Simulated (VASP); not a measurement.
Wanted: the native input for a VASP 6.6.1 run.

| Property | Result |
| --- | --- |
| Task | single point |
| Functional | PBE |
| Potentials or basis | VASP PAW PBE potentials, release 64 (Ba_sv, Ta_pv, Ga_d, Si, O) |
| Cutoff | 520 eV |
| k mesh | 3 × 3 × 4 |
| Occupations | fermi-dirac, width 0.02 eV |
| Spin | no spin polarisation |
| Dipole correction | no |
| Further INCAR settings | LREAL = Auto; ALGO = Normal; EDIFF = 1e-06; NBANDS = 103 |

The structure of Ba3TaGa3Si2O14 lies in POSCAR:

```
Ba3TaGa3Si2O14
1.0
    8.5150000000      0.0000000000      0.0000000000
   -4.2575000000      7.3742063132      0.0000000000
    0.0000000000      0.0000000000      5.1920000000
Ba Ta Ga Si O
3 1 3 2 14
Direct
    0.4320092207      0.0000000000      0.0000000000
    0.0000000000      0.4320092207      0.0000000000
    0.5679907793      0.5679907793      0.0000000000
    0.0000000000      0.0000000000      0.0000000000
    0.7456293529      0.0000000000      0.5000000000
    0.0000000000      0.7456293529      0.5000000000
    0.2543706471      0.2543706471      0.5000000000
    0.3333333333      0.6666666667      0.4778909481
    0.6666666667      0.3333333333      0.5221090519
    0.3333333333      0.6666666667      0.7866819213
    0.6666666667      0.3333333333      0.2133180787
    0.4735686029      0.2979654636      0.6516383113
    0.7020345364      0.1756031393      0.6516383113
    0.8243968607      0.5264313971      0.6516383113
    0.2979654636      0.4735686029      0.3483616887
    0.1756031393      0.7020345364      0.3483616887
    0.5264313971      0.8243968607      0.3483616887
    0.2186306324      0.1037481923      0.2260510393
    0.8962518077      0.1148824401      0.2260510393
    0.8851175599      0.7813693676      0.2260510393
    0.1037481923      0.2186306324      0.7739489607
    0.1148824401      0.8962518077      0.7739489607
    0.7813693676      0.8851175599      0.7739489607
```

One way to write it, as run:

INCAR

```
SYSTEM = Ba3TaGa3Si2O14
  ALGO = Normal
  EDIFF = 1E-6
  ENCUT = 520
  GGA = PE
  ISIF = 2
  ISMEAR = -1
  LASPH = .TRUE.
  LCHARG = .TRUE.
  LELF = .TRUE.
  LREAL = Auto
  LVHAR = .TRUE.
  LWAVE = .FALSE.
  NBANDS = 103
  NELM = 100
  PREC = Accurate
  SIGMA = 0.02
```

KPOINTS

```
k-points
0
G
  3 3 4
  0 0 0
```

Potentials or basis: VASP PAW PBE potentials, release 64 (Ba_sv, Ta_pv, Ga_d, Si, O).

Run with:

```sh
$ cat potpaw_PBE.64/Ba_sv/POTCAR potpaw_PBE.64/Ta_pv/POTCAR potpaw_PBE.64/Ga_d/POTCAR potpaw_PBE.64/Si/POTCAR potpaw_PBE.64/O/POTCAR > POTCAR
$ mpirun -np 1 vasp_std > vasp.out
```

Results of the run:

| Quantity | Value |
| --- | --- |
| Pressure | 4.4 GPa |
| Largest force | 0.055 eV/Å |
| Band gap on the k mesh | 3.87 eV (least direct gap 3.96 eV) |

Caveat: the cell stands under pressure; spin-orbit coupling is left out, which moves the levels of the heavy elements.

It took 24 min on 1 thread of Intel Xeon 8259CL (shared host), peak memory 0.55 GiB.
